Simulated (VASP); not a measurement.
Crystal: AlN.

```
Al N
1.0
     0.00000    1.95830    2.07043
     1.95830    0.00000    2.07043
     1.95830    1.95830    0.00000
Al N
1 1
Cartesian
  0.0000 0.0000 0.0000
  1.9583 1.9583 2.0704
```

This cell differs from its parent crystal: epitaxial xy strain -3.0%.

Base run:

| Property | Result |
| --- | --- |
| Program | VASP 6.6.1 |
| Functional | r2SCAN |
| Potentials or basis | VASP PAW PBE potentials, release 64 (Al, N) |
| Cutoff | 520 eV |
| k mesh | 10 × 10 × 10 |
| Occupations | gaussian, width 0.01 eV |
| Spin | no spin polarisation |

Its results: band gap on the k mesh 5.51 eV, indirect (least direct gap 6.81 eV); pressure 11.4 GPa.

Task: The run is repeated on the same cell with these changes: functional from r2SCAN to PBE; occupations from gaussian, width 0.01 eV to fermi-dirac, width 0.02 eV. What comes out?

Result: Band gap on the k mesh 4.62 eV, indirect (least direct gap 5.97 eV); pressure 18.3 GPa.

Caveats: the PAW data sets were made with another functional, which shifts forces and pressure a little (some runs).

A k mesh can miss the band edges.
